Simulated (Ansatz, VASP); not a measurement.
# Au: VASP beside Ansatz

```xyz
2
Lattice="1.4113 -2.5559 0.0000 1.4113 2.5559 0.0000 0.0000 0.0000 4.8932" Properties=species:S:1:pos:R:3 pbc="T T T"
Au    1.4113    0.8451    1.2233
Au    1.4113   -0.8451    3.6699
```

Alike in both runs: task relaxation of cell and atoms; functional PBEsol; k mesh 11 × 11 × 6; occupations fermi-dirac, width 0.05 eV; no spin polarisation.

|  | VASP | Ansatz |
| --- | --- | --- |
| version | VASP 6.6.1 | Ansatz 0.2.0 |
| potentials or method | VASP PAW PBE potentials, release 64 (Au), cutoff 600 eV | all-electron LAPW, scalar-relativistic |

```csv
,VASP,Ansatz,Ansatz less VASP
relaxed volume (Å³/atom),17.00,17.02,+0.018
relaxed cell length with the largest relative difference (Å),4.775,4.776,+0.0012
```

VASP's potentials were made for PBE, not for PBEsol. Ansatz ran all-electron here, and VASP with PAW potentials.

Neither program's run includes spin-orbit coupling.
